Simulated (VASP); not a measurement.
# PtSe2 (P-3m1) in VASP: further runs, part 2 of 2

VASP 6.6.1. Earlier steps stand in the parts before.

## (4) Single point, r2SCAN

This run uses another cell than the first one, of 21.28 Å³/atom.

File POSCAR:

```
PtSe2
1.0
    3.7850600328      0.0000000000      0.0000000000
   -1.8925300164      3.2779585460      0.0000000000
    0.0000000000      0.0000000000      5.1449983582
Pt Se
1 2
Direct
    0.0000000000      0.0000000000      0.0000000000
    0.3333333333      0.6666666667      0.2500000000
    0.6666666667      0.3333333333      0.7500000000
```

File INCAR.step1:

```
SYSTEM = PtSe2
  ALGO = Normal
  EDIFF = 1E-4
  ENCUT = 520
  GGA = PE
  ISMEAR = -1
  LASPH = .True.
  LCHARG = .False.
  LREAL = .False.
  LWAVE = .True.
  NBANDS = 18
  NELM = 80
  PREC = Accurate
  SIGMA = 0.1
```

File INCAR.step2:

```
SYSTEM = PtSe2
  ALGO = Normal
  EDIFF = 1E-6
  ENCUT = 520
  ISIF = 2
  ISMEAR = -1
  ISTART = 1
  LASPH = .True.
  LCHARG = .False.
  LMIXTAU = .True.
  LREAL = .False.
  LWAVE = .False.
  METAGGA = R2SCAN
  NBANDS = 18
  NELM = 80
  PREC = Accurate
  SIGMA = 0.1
```

File KPOINTS:

```
k-points
0
Gamma
  9 9 6
  0 0 0
```

Potentials or basis: VASP PAW PBE potentials, release 64 (Pt, Se).

Run with:

```bash
$ cat potpaw_PBE.64/Pt/POTCAR potpaw_PBE.64/Se/POTCAR > POTCAR
$ cp INCAR.step1 INCAR
$ mpirun -np 1 vasp_std > vasp.out
$ cp INCAR.step2 INCAR
$ mpirun -np 1 vasp_std > vasp.out
```

OUTCAR:

```text
SYSTEM = PtSe2
   EDIFF = 1E-6
   ENCUT = 520
   ISIF = 2
   ISMEAR = -1
   ISTART = 1
   LASPH = .True.
   LREAL = .False.
   METAGGA = R2SCAN
   NELM = 80
   PREC = Accurate

 ion  position               nearest neighbor table
   1  0.000  0.000  0.000-   2 2.54   3 2.54   3 2.54   2 2.54   3 2.54   2 2.54
   2  0.333  0.667  0.250-   1 2.54   1 2.54   1 2.54
   3  0.667  0.333  0.750-   1 2.54   1 2.54   1 2.54

  LATTYP: Found a hexagonal cell.
 ALAT       =     3.7850600328
 C/A-ratio  =     1.3592910848

  Lattice vectors:

 A1 = (   3.7850600328,   0.0000000000,   0.0000000000)
 A2 = (  -1.8925300164,   3.2779585460,   0.0000000000)
 A3 = (   0.0000000000,   0.0000000000,   5.1449983582)

Analysis of symmetry for initial positions (statically):
=====================================================================
 Subroutine PRICEL returns:
 Original cell was already a primitive cell.

 Routine SETGRP: Setting up the symmetry group for a
 hexagonal supercell.

 Subroutine GETGRP returns: Found 12 space group operations
 (whereof 12 operations were pure point group operations)
 out of a pool of 24 trial point group operations.

[... 162 lines left out ...]

 E-fermi :   5.6760     XC(G=0): -11.0104

 val. band max:        5.6253000256   @ k =   0.1111   0.0000   0.0000
 cond. band min:       5.6991765025   @ k =   0.0000   0.1111   0.1667
 fundamental gap:      0.0738764768
 Fermi energy:         5.6760174488

 k-point     1 :       0.0000    0.0000    0.0000
  band No.  band energies     occupation
      1     -10.2279      2.00000
      2      -7.5703      2.00000
      3      -1.3766      2.00000
      4      -0.6965      2.00000
      5      -0.6965      2.00000
      6       1.6940      2.00000
[... 481 lines left out ...]
      5       0.0479      2.00000
      6       0.5073      2.00000
[... 10 lines left out ...]
     17      13.9579      0.00000
     18      15.7179      0.00000

 [... further k-points ...]

------------------------ aborting loop because EDIFF is reached ----------------------------------------

  FORCE on cell =-STRESS in cart. coord.  units (eV):
  Direction    XX          YY          ZZ          XY          YZ          ZX
  --------------------------------------------------------------------------------------
  -------------------------------------------------------------------------------------
  Total       -0.8150962     -0.8150964     -0.0219558      0.0000000     -0.0000000      0.0000000
  in kB      -20.4577543    -20.4577593     -0.5510596      0.0000000     -0.0000000      0.0000000
  external PRESSURE =     -13.8221911 kB  Pullay stress =       0.0000000 kB

 VOLUME and BASIS-vectors are now :
 -----------------------------------------------------------------------------
  energy-cutoff  :      520.00
  volume of cell :       63.84
      direct lattice vectors                 reciprocal lattice vectors
     3.785060033  0.000000000  0.000000000     0.264196602  0.152533961  0.000000000
    -1.892530016  3.277958546  0.000000000     0.000000000  0.305067921  0.000000000
     0.000000000  0.000000000  5.144998358     0.000000000  0.000000000  0.194363522

 POSITION                                       TOTAL-FORCE (eV/Angst)
 -----------------------------------------------------------------------------------
      0.00000      0.00000      0.00000        -0.000000      0.000000      0.000000
     -0.00000      2.18531      1.28625        -0.000000      0.000000     -0.183997
      1.89253      1.09265      3.85875         0.000000      0.000000      0.183997
 -----------------------------------------------------------------------------------
    total drift:                               -0.000000     -0.000000     -0.000000

  FREE ENERGIE OF THE ION-ELECTRON SYSTEM (eV)
  ---------------------------------------------------
  free  energy   TOTEN  =       -81.4634695142 eV

  energy  without entropy=      -81.4469514747  energy(sigma->0) =      -81.45521049
```

OUTCAR.step1:

```text
SYSTEM = PtSe2
   EDIFF = 1E-4
   ENCUT = 520
   GGA = PE
   ISMEAR = -1
   LASPH = .True.
[... 728 lines left out ...]
      0.00000      0.00000      0.00000        -0.000000     -0.000000      0.000000
     -0.00000      2.18531      1.28625        -0.000000     -0.000000      0.003941
      1.89253      1.09265      3.85875         0.000000      0.000000     -0.003941
 -----------------------------------------------------------------------------------
    total drift:                               -0.000000     -0.000000     -0.000000

  FREE ENERGIE OF THE ION-ELECTRON SYSTEM (eV)
  ---------------------------------------------------
  free  energy   TOTEN  =       -14.2718199415 eV

  energy  without entropy=      -14.2501686078  energy(sigma->0) =      -14.26099427
```

Wall time 5.1 min (1 thread of Intel Xeon 8259CL, shared host); peak memory 0.23 GiB.

Results:

- Free energy: -81.4635 eV
- Pressure: -1.4 GPa
- Largest force: 0.184 eV/Å
- Band gap on the k mesh: zero (bands 11 and 12 overlap by 0.24 eV)

Forces in eV/Å, atoms in the order of the input:
```
Pt   0.000  0.000  0.000
Se   0.000  0.000 -0.184
Se   0.000  0.000  0.184
```

Levels at points of the mesh, in eV from the Fermi level:
```
           k point  band 9  band 10  band 11  band 12  band 13  band 14
(0.00, 0.00, 0.00)   -1.13    -1.13     0.34     1.45     1.45     4.14
(0.00, 0.00, 0.50)   -1.79    -1.55    -1.55     2.22     2.22     5.26
```

Caveat: the PAW data sets were made with another functional, which shifts forces and pressure a little; spin-orbit coupling is left out, which moves the levels of the heavy elements.

## (5) The runs side by side

```tsv
cell	gap on the mesh (eV)	pressure (GPa)	largest force (eV/Å)
a = 3.724, b = 3.724, c = 5.062 Å, angles 90.0, 90.0, 120.0°, 3 atoms	none	5.0	0.39
a = 3.755, b = 3.755, c = 5.104 Å, angles 90.0, 90.0, 120.0°, 3 atoms	none	1.6	0.09
a = 3.785, b = 3.785, c = 5.145 Å, angles 90.0, 90.0, 120.0°, 3 atoms	none	-1.4	0.18
```

Alike in all rows: task single point; level r2SCAN; potentials or basis VASP PAW PBE potentials, release 64 (Pt, Se); no spin polarisation; k mesh 9 × 9 × 6; cutoff (eV) 520; smearing fermi-dirac 0.1 eV.

Caveats: the PAW data sets were made with another functional, which shifts forces and pressure a little; spin-orbit coupling is left out, which moves the levels of the heavy elements; the cell stands under pressure (at least some runs).

Total energies depend on the potentials used, so only differences within one code and one set of settings carry meaning.

The gap in the log of VASP goes by the Fermi energy; the results here count the filled bands.